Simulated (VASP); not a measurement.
A run of VASP 6.6.1:

POSCAR

```
C
1.0
    0.0000000000     -4.2535130786      0.0000000000
   -2.4558424086     -2.1267565393     -3.5617636578
    2.4558424086     -2.1267565393     -3.5617636578
C
8
Direct
    0.8374520886      0.5035991050      0.4964008950
    0.8332960723      0.0000000000      0.0000000000
    0.3332960723      0.7500000000      0.2500000000
    0.3332960723      0.2500000000      0.7500000000
    0.1667039277      0.5000000000      0.5000000000
    0.1667039277      0.0000000000      1.0000000000
    0.6667039277      0.7500000000      0.2500000000
    0.6667039277      0.2500000000      0.7500000000
```

The input INCAR.step1:

```
  PREC = Accurate
  ENCUT = 520
  ISMEAR = 0
  SIGMA = 0.05
  LREAL = F
  LASPH = T
  NELM = 60
  NBANDS = 26
  GGA = PE
  ALGO = Normal
  EDIFF = 1E-4
  LWAVE = T
  LCHARG = F
```

Contents of INCAR.step2:

```
  PREC = Accurate
  ENCUT = 520
  EDIFF = 1E-7
  ISMEAR = 0
  SIGMA = 0.05
  LREAL = F
  LASPH = T
  NELM = 60
  ALGO = Normal
  ISIF = 2
  LWAVE = F
  LCHARG = T
  METAGGA = R2SCAN
  LMIXTAU = T
  LELF = T
  LVHAR = T
  NBANDS = 26
  ISTART = 1
```

The input KPOINTS:

```
Automatic mesh
0
Gamma
  8 8 8
```

Potentials or basis: VASP PAW PBE potentials, release 64 (C).

Launch:

```console
$ cat potpaw_PBE.64/C/POTCAR > POTCAR
$ cp INCAR.step1 INCAR
$ mpirun -np 1 vasp_std > vasp.out
$ cp INCAR.step2 INCAR
$ mpirun -np 1 vasp_std > vasp.out
```

Hardware: 1 thread of Intel(R) Xeon(R) 6975P-C (Granite Rapids), with other jobs on the host.

How long does it take, and how much memory?

It took 7.3 min on 1 thread of Intel(R) Xeon(R) 6975P-C (Granite Rapids), on a shared host, peak memory 0.32 GiB. Counts: k points 150.
